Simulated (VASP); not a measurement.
# Ta3N in VASP: a series of runs, part 2 of 2

VASP 6.6.1. Earlier steps stand in the parts before.

## 4. Single point, PBEsol (atoms moved at random)

The input, INCAR:

```
PREC = Accurate
ENCUT = 520
EDIFF = 1E-6
ISMEAR = -1
SIGMA = 0.05
LREAL = F
LASPH = T
NELM = 60
ALGO = Normal
ISIF = 2
LWAVE = F
LCHARG = F
GGA = PS
NBANDS = 27
```

The input, KPOINTS:

```
Automatic mesh
0
Gamma
  10 10 4
```

The input, POSCAR:

```
Ta3N
1.0
    3.0322239879      0.0000000000      0.0000000000
   -1.5161119940      2.6259830035      0.0000000000
    0.0000000000      0.0000000000      7.5241370000
Ta N
3 1
Direct
    0.6785570000      0.3518300000      0.8224020000
    0.3477140000      0.6649050000      0.1754850000
   -0.0005500000      0.0006550000      0.4951950000
   -0.0037170000      0.0154590000     -0.0067660000
```

Potentials or basis: VASP PAW PBE potentials, release 64 (Ta_pv, N).

Command:

```console
$ cat potpaw_PBE.64/Ta_pv/POTCAR potpaw_PBE.64/N/POTCAR > POTCAR
$ mpirun -np 1 vasp_std > vasp.out
```

OUTCAR:

```text
PREC = Accurate
   ENCUT = 520
   EDIFF = 1E-6
   ISMEAR = -1
   LREAL = F
   LASPH = T
   NELM = 60
   ISIF = 2
   GGA = PS

 ion  position               nearest neighbor table
   1  0.679  0.352  0.822-   4 2.15   4 2.17   4 2.21   3 2.99   3 3.03   3 3.04   2 3.15   2 3.19
                             2 3.21
   2  0.348  0.665  0.175-   4 2.19   4 2.19   4 2.30   3 2.95   3 2.97   3 3.00   1 3.15   1 3.19
                             1 3.21
   3  0.999  0.001  0.495-   2 2.95   2 2.97   1 2.99   2 3.00   1 3.03   1 3.04
   4  0.996  0.015  0.993-   1 2.15   1 2.17   2 2.19   2 2.19   1 2.21   2 2.30

  LATTYP: Found a hexagonal cell.
 ALAT       =     3.0322239879
 C/A-ratio  =     2.4813922158

  Lattice vectors:

 A1 = (   3.0322239879,   0.0000000000,   0.0000000000)
 A2 = (  -1.5161119940,   2.6259830035,   0.0000000000)
 A3 = (   0.0000000000,   0.0000000000,   7.5241370000)

Analysis of symmetry for initial positions (statically):
=====================================================================
 Subroutine PRICEL returns:
 Original cell was already a primitive cell.

 Routine SETGRP: Setting up the symmetry group for a
 hexagonal supercell.

 Subroutine GETGRP returns: Found  1 space group operations
 (whereof  1 operations were pure point group operations)
 out of a pool of 24 trial point group operations.

The static configuration has the point symmetry C_1 .

Analysis of symmetry for dynamics (positions and initial velocities):
=====================================================================
 Subroutine PRICEL returns:
 Original cell was already a primitive cell.

 Routine SETGRP: Setting up the symmetry group for a
 hexagonal supercell.

 Subroutine GETGRP returns: Found  1 space group operations
 (whereof  1 operations were pure point group operations)
 out of a pool of 24 trial point group operations.

The dynamic configuration has the point symmetry C_1 .

 Subroutine INISYM returns: Found  1 space group operations
 (whereof  1 operations are pure point group operations),
 and found     1 'primitive' translations

----------------------------------------------------------------------------------------

                                     Primitive cell

  volume of cell :      59.9115

  direct lattice vectors                    reciprocal lattice vectors
     3.032223988  0.000000000  0.000000000     0.329790940  0.190404888  0.000000000
    -1.516111994  2.625983004  0.000000000     0.000000000  0.380809776  0.000000000
     0.000000000  0.000000000  7.524137000     0.000000000  0.000000000  0.132905608

  length of vectors
     3.032223988  3.032223988  7.524137000     0.380809776  0.380809776  0.132905608

  position of ions in fractional coordinates (direct lattice)
     0.678557000  0.351830000  0.822402000
     0.347714000  0.664905000  0.175485000
     0.999450000  0.000655000  0.495195000
     0.996283000  0.015459000  0.993234000

  ion indices of the primitive-cell ions
   primitive index   ion index
                 1           1
                 2           2
                 3           3
                 4           4

----------------------------------------------------------------------------------------

 KPOINTS: Automatic mesh

Automatic generation of k-mesh.
 Grid dimensions read from file:
 generate k-points for:   10   10    4

 Generating k-lattice:

  Cartesian coordinates                     Fractional coordinates (reciprocal lattice)
     0.032979094  0.019040489  0.000000000     0.100000000  0.000000000  0.000000000
     0.000000000  0.038080978  0.000000000     0.000000000  0.100000000  0.000000000
     0.000000000  0.000000000  0.033226402     0.000000000  0.000000000  0.250000000

  Length of vectors
     0.038080978  0.038080978  0.033226402

  Shift w.r.t. Gamma in fractional coordinates (k-lattice)
     0.000000000  0.000000000  0.000000000

 Subroutine IBZKPT returns following result:
 ===========================================

 Found    204 irreducible k-points:

 Following reciprocal coordinates:
            Coordinates               Weight
  0.000000  0.000000  0.000000      1.000000
  0.100000  0.000000  0.000000      2.000000
  0.000000  0.100000  0.000000      2.000000
 -0.100000  0.100000  0.000000      2.000000
  0.200000  0.000000  0.000000      2.000000
  0.000000  0.200000  0.000000      2.000000
[... 16 lines left out ...]
 -0.200000  0.300000  0.000000      2.000000
  0.100000  0.200000  0.000000      2.000000
 [... further k-points ...]
   k-points           NKPTS =    204   k-points in BZ     NKDIM =    204   number of bands    NBANDS=     27
   number of dos      NEDOS =    301   number of ions     NIONS =      4
   total plane-waves  NPLWV =  32256
   dimension x,y,z NGX =    24 NGY =   24 NGZ =   56
   dimension x,y,z NGXF=    48 NGYF=   48 NGZF=  112
   ions per type =               3   1
   NGX,Y,Z   is equivalent  to a cutoff of  13.16, 13.16, 12.37 a.u.
   NGXF,Y,Z  is equivalent  to a cutoff of  26.32, 26.32, 24.75 a.u.
 SYSTEM =  unknown system
   PREC   = accura    normal or accurate (medium, high low for compatibility)
   ISTART =      0    job   : 0-new  1-cont  2-samecut
   ICHARG =      2    charge: 1-file 2-atom 10-const
   ISPIN  =      1    spin polarized calculation?
   LNONCOLLINEAR =      F non collinear calculations
   LSORBIT =      F    spin-orbit coupling
   LASPH  =      T    aspherical Exc in radial PAW
   ENCUT  =  520.0 eV  38.22 Ry    6.18 a.u.   5.64  5.64 13.99*2*pi/ulx,y,z
   NELM   =     60;   NELMIN=  2; NELMDL= -5     # of ELM steps
   EDIFF  = 0.1E-05   stopping-criterion for ELM
   LREAL  =      F    real-space projection
   EDIFFG = 0.1E-04   stopping-criterion for IOM
   NSW    =      0    number of steps for IOM
   IBRION =     -1    ionic relax: 0-MD 1-quasi-New 2-CG
   NFREE  =      0    steps in history (QN), initial steepest desc. (CG)
   ISIF   =      2    stress and relaxation
   ISYM   =      2    0-nonsym 1-usesym 2-fastsym
   POTIM  = 0.5000    time-step for ionic-motion
   TEBEG  =    0.0;   TEEND  =   0.0 temperature during run
   PSTRESS=    0.0 pullay stress
   NELECT =      38.0000    total number of electrons
   NUPDOWN=      -1.0000    fix difference up-down
   EMIN   =  10.00;   EMAX   =-10.00  energy-range for DOS
   EFERMI =   0.00;   METHOD = LEGACY
   ISMEAR =    -1;   SIGMA  =   0.05  broadening in eV -4-tet -1-fermi 0-gaus
   EFERMI_NEDOS =   21; number of points for ismear=-14 and -15
   IALGO  =     38    algorithm
   IMIX   =      4    mixing-type and parameters
     AMIX     =   0.40;   BMIX     =  1.00
     AMIX_MAG =   1.60;   BMIX_MAG =  1.00
  volume/ion in A,a.u.               =      14.98       101.08
  Fermi-wavevector in a.u.,A,eV,Ry     =   1.406585  2.658061 26.918884  1.978482
  Thomas-Fermi vector in A             =   2.528931
   LORBIT       =      0    0 simple, 1 ext, 2 COOP (PROOUT), +10 PAW based schemes
   GGA     = PS    functional components
   LHFCALC =     F    Hartree Fock is set to
   AEXX    =    0.0000 exact exchange contribution
   IVDW    =     0    specifies the selected vdW correction
   LEPSILON=     F    determine dielectric tensor
   LRPA    =     F    only Hartree local field effects (RPA)
 non-spin polarized calculation
  energy-cutoff  :      520.00
  volume of cell :       59.91
 maximum number of plane-waves:      1642
   NGX = 11   NGY = 11   NGZ = 27

 number of electron      38.0000002 magnetization

 Free energy of the ion-electron system (eV)
  ---------------------------------------------------
  ext. energy  EPLUGINS =         0.00000000
  ---------------------------------------------------
  free energy    TOTEN  =       -48.32638050 eV

  energy without entropy =      -48.30088637  energy(sigma->0) =      -48.31363343

 E-fermi :   6.4703     XC(G=0): -12.8120

 val. band max:        6.4701778825   @ k =   0.1000  -0.4000   0.2500
 cond. band min:       6.4712705273   @ k =  -0.2000   0.2000   0.0000
 fundamental gap:      0.0010926448
 Fermi energy:         6.4702858376

 k-point     1 :       0.0000    0.0000    0.0000
  band No.  band energies     occupation
      1     -28.6240      2.00000
      2     -28.3787      2.00000
      3     -28.0193      2.00000
      4     -28.0115      2.00000
      5     -27.9888      2.00000
      6     -27.9842      2.00000
[... 709 lines left out ...]
     26      10.2461      0.00000
     27      10.8861      0.00000

 [... further k-points ...]

------------------------ aborting loop because EDIFF is reached ----------------------------------------

  FORCE on cell =-STRESS in cart. coord.  units (eV):
  Direction    XX          YY          ZZ          XY          YZ          ZX
  --------------------------------------------------------------------------------------
  -------------------------------------------------------------------------------------
  Total       -3.3231550     -3.0358088     -2.5361110      0.0135732      0.2222692     -0.1687519
  in kB      -88.8692053    -81.1848723    -67.8217444      0.3629797      5.9440164     -4.5128332
  external PRESSURE =     -79.2919407 kB  Pullay stress =       0.0000000 kB

 VOLUME and BASIS-vectors are now :
 -----------------------------------------------------------------------------
  energy-cutoff  :      520.00
  volume of cell :       59.91
      direct lattice vectors                 reciprocal lattice vectors
     3.032223988  0.000000000  0.000000000     0.329790940  0.190404888  0.000000000
    -1.516111994  2.625983004  0.000000000     0.000000000  0.380809776  0.000000000
     0.000000000  0.000000000  7.524137000     0.000000000  0.000000000  0.132905608

 POSITION                                       TOTAL-FORCE (eV/Angst)
 -----------------------------------------------------------------------------------
      1.52412      0.92390      6.18787        -0.263527     -0.011682      0.131105
      0.04628      1.74603      1.32037        -0.354066      0.173422     -1.049363
      3.02956      0.00172      3.72592        -0.004272      0.023810      0.347077
      2.99752      0.04060      7.47323         0.621865     -0.185551      0.571181
 -----------------------------------------------------------------------------------
    total drift:                                0.000008     -0.000064     -0.000084

  FREE ENERGIE OF THE ION-ELECTRON SYSTEM (eV)
  ---------------------------------------------------
  free  energy   TOTEN  =       -48.3263805043 eV

  energy  without entropy=      -48.3008863653  energy(sigma->0) =      -48.31363343
```

stdout:

```text
POSCAR found type information on POSCAR TaN
 POSCAR found :  2 types and       4 ions
 scaLAPACK will be used
 -----------------------------------------------------------------------------
|                                                                             |
|                                                                             |
|     You enforced a specific xc type in the INCAR file but a different       |
|     I HOPE YOU KNOW WHAT YOU ARE DOING!                                     |
|                                                                             |
 -----------------------------------------------------------------------------

 LDA part: xc-table for (Slater+PW92), standard interpolation
 POSCAR, INCAR and KPOINTS ok, starting setup
 FFT: planning ... GRIDC
 FFT: planning ... GRID_SOFT
 FFT: planning ... GRID
 WAVECAR not read
 entering main loop
```

Wall time 6.2 min (1 thread of Intel Xeon Platinum 8175M at 2.50GHz (Skylake/Cascade Lake), shared host); peak memory 0.37 GiB.

Results:

```yaml
Free_energy: -48.3264 eV
Pressure: -7.9 GPa
Largest_force: 1.121 eV/Å
Band_gap_on_the_k_mesh: zero (bands 19 and 20 overlap by 0.73 eV)
```

Forces on the atoms (eV/Å):
```
Ta  -0.264 -0.012  0.131
Ta  -0.354  0.173 -1.049
Ta  -0.004  0.024  0.347
N    0.622 -0.186  0.571
```

Levels at points of the mesh, in eV from the Fermi level:
```csv
k point,band 17,band 18,band 19,band 20,band 21,band 22
"(0.00, 0.00, 0.00)",-0.47,-0.45,-0.25,0.20,0.24,0.90
"(0.50, 0.00, 0.00)",-1.16,-0.48,0.08,0.64,0.90,3.47
"(0.00, 0.50, 0.00)",-1.14,-0.51,-0.05,0.63,0.89,3.44
"(0.50, 0.50, 0.00)",-1.20,-0.45,0.23,0.58,0.95,3.56
"(0.00, 0.00, 0.50)",-1.00,-0.25,-0.21,0.48,0.50,1.01
"(0.50, 0.00, 0.50)",-1.33,-1.28,0.17,0.88,1.20,2.38
"(0.00, 0.50, 0.50)",-1.37,-1.28,0.13,0.80,1.19,2.41
"(0.50, 0.50, 0.50)",-1.36,-1.23,0.20,1.02,1.19,2.34
```

Caveat: the cell differs from its parent crystal (atoms moved at random); the cell stands under tension; the PAW data sets were made with another functional, which shifts forces and pressure a little; spin-orbit coupling is left out, which moves the levels of the heavy elements.

## 5. Single point, PBEsol+U

This run uses another cell than the first one, of 14.98 Å³/atom.

The input, INCAR:

```
SYSTEM = Ta3N
  PREC = Accurate
  ENCUT = 520
  EDIFF = 1E-7
  ISMEAR = -1
  SIGMA = 0.05
  LREAL = .FALSE.
  LASPH = .TRUE.
  NELM = 150
  ALGO = Normal
  ISIF = 2
  LWAVE = .FALSE.
  LCHARG = .FALSE.
  LMAXMIX = 4
  LDAU = .TRUE.
  LDAUTYPE = 2
  LDAUL = 2 -1
  LDAUU = 2 0
  LDAUJ = 0 0
  LDAUPRINT = 1
  GGA = PS
  NBANDS = 27
```

The input, KPOINTS:

```
regular mesh
0
G
  10 10 4
  0 0 0
```

The input, POSCAR:

```
Ta3N
1.0
    3.0322239879      0.0000000000      0.0000000000
   -1.5161119940      2.6259830035      0.0000000000
    0.0000000000      0.0000000000      7.5241370000
Ta N
3 1
Direct
    0.6666666667      0.3333333333      0.8260700000
    0.3333333333      0.6666666667      0.1739300000
    0.0000000000      0.0000000000      0.5000000000
    0.0000000000      0.0000000000      0.0000000000
```

Command:

```console
$ cat potpaw_PBE.64/Ta_pv/POTCAR potpaw_PBE.64/N/POTCAR > POTCAR
$ mpirun -np 1 vasp_std > vasp.out
```

It took 2.3 min on 1 thread of Intel Xeon 8259CL, shared host; peak memory 0.22 GiB.

It converged, with:

```yaml
Free_energy: -43.0711 eV
Pressure: -1.9 GPa
Largest_force: 0.144 eV/Å
Band_gap_on_the_k_mesh: zero (bands 19 and 20 overlap by 0.54 eV)
```

Forces on the atoms (eV/Å):
```
Ta   0.000  0.000  0.144
Ta   0.000  0.000 -0.144
Ta   0.000  0.000  0.000
N    0.000  0.000  0.000
```

Stress tensor (GPa, compression positive):
```
-2.14  0.00  0.00
 0.00 -2.14  0.00
 0.00  0.00 -1.43
```

Levels at points of the mesh, in eV from the Fermi level:
| k point | band 15 | band 16 | band 17 | band 18 | band 19 | band 20 | band 21 | band 22 | band 23 | band 24 |
| --- | --- | --- | --- | --- | --- | --- | --- | --- | --- | --- |
| (0.00, 0.00, 0.00) | -3.65 | -1.60 | -0.43 | -0.43 | -0.31 | 0.34 | 0.34 | 0.91 | 1.90 | 1.90 |
| (0.50, 0.00, 0.00) | -3.82 | -3.15 | -1.32 | -0.54 | 0.13 | 0.74 | 0.78 | 3.52 | 4.07 | 4.49 |
| (0.00, 0.00, 0.50) | -3.95 | -1.33 | -1.18 | -0.22 | -0.22 | 0.59 | 0.59 | 1.20 | 1.36 | 1.36 |
| (0.50, 0.00, 0.50) | -3.79 | -2.93 | -1.48 | -1.28 | 0.02 | 0.92 | 1.31 | 2.49 | 4.43 | 4.56 |

Eigenvalues of the final occupation matrices:
| site | spin | trace | eigenvalues |
| --- | --- | --- | --- |
| site 1 d | 1 | 1.17 | 0.22 0.22 0.24 0.24 0.25 |
| site 1 d | 2 | 1.17 | 0.22 0.22 0.24 0.24 0.25 |
| site 2 d | 1 | 1.17 | 0.22 0.22 0.24 0.24 0.25 |
| site 2 d | 2 | 1.17 | 0.22 0.22 0.24 0.24 0.25 |
| site 3 d | 1 | 1.08 | 0.16 0.16 0.25 0.25 0.28 |
| site 3 d | 2 | 1.08 | 0.16 0.16 0.25 0.25 0.28 |

Caveat: the PAW data sets were made with another functional, which shifts forces and pressure a little; spin-orbit coupling is left out, which moves the levels of the heavy elements; U without spin polarisation on a metal has little footing.

## 6. The runs side by side

```csv
level,U,cell,gap on the mesh (eV),pressure (GPa),largest force (eV/Å)
PBEsol,-,"a = 3.052, b = 3.052, c = 7.574 Å, angles 90.0, 90.0, 120.0°, 4 atoms, atomic positions A",none,-12.2,0.46
PBEsol,-,"a = 3.072, b = 3.072, c = 7.623 Å, angles 90.0, 90.0, 120.0°, 4 atoms, atomic positions A",none,-16.2,0.56
PBEsol,-,"a = 3.032, b = 3.032, c = 7.524 Å, angles 90.0, 90.0, 120.0°, 4 atoms, atomic positions B",none,-7.9,1.12
PBEsol+U,Ta d U = 2.0 eV,"a = 3.032, b = 3.032, c = 7.524 Å, angles 90.0, 90.0, 120.0°, 4 atoms, atomic positions A",none,-1.9,0.14
```

Alike in all rows: task single point; potentials or basis VASP PAW PBE potentials, release 64 (Ta_pv, N); no spin polarisation; k mesh 10 × 10 × 4; cutoff (eV) 520; smearing fermi-dirac 0.05 eV.

Caveats: the PAW data sets were made with another functional, which shifts forces and pressure a little; spin-orbit coupling is left out, which moves the levels of the heavy elements; the cell stands under tension (at least some runs); U without spin polarisation on a metal has little footing (at least some runs).

Absolute energies hang on the potentials; compare differences alone.
